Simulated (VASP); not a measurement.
Here is a VASP 6.6.1 calculation.

Contents of INCAR:

```
PREC = Accurate
ENCUT = 520
EDIFF = 1E-6
ISMEAR = 0
SIGMA = 0.05
LREAL = False
LASPH = True
NELM = 80
ALGO = Normal
ISIF = 2
LWAVE = False
LCHARG = True
LELF = True
LVHAR = True
NBANDS = 16
```

The input KPOINTS:

```
regular mesh
0
Gamma
  10 10 10
```

File POSCAR:

```
CaC2
1.0
   -1.8375836694      1.8375836694      3.1220584614
    1.8375836694     -1.8375836694      3.1220584614
    1.8375836694      1.8375836694     -3.1220584614
Ca C
1 2
Direct
    0.0000000000      0.0000000000      0.0000000000
    0.5978927200      0.5978927200      0.0000000000
    0.4021072800      0.4021072800      0.0000000000
```

Potentials or basis: VASP PAW LDA potentials, release 64 (Ca_sv, C).

Launch:

```bash
$ cat potpaw_LDA.64/Ca_sv/POTCAR potpaw_LDA.64/C/POTCAR > POTCAR
$ mpirun -np 1 vasp_std > vasp.out
```

**Question.** Estimate the band gap on the k mesh.

**Answer.** 0.72 eV, indirect (least direct gap 1.95 eV).

**Question.** What does it give for the largest force?

**Answer.** 2.467 eV/Å.

**Question.** What does it give for the pressure?

**Answer.** 7.2 GPa.

Forces in eV/Å, atoms in the order of the input:
```
Ca   0.000  0.000  0.000
C    0.000  0.000  2.467
C    0.000  0.000 -2.467
```

Caveat: the cell differs from its parent crystal (strain -0.050 along x and y, -0.025 along z); forces of over 1 eV/Å act on the atoms, so gaps and moduli don't describe the material at rest. A k mesh can miss the band edges.
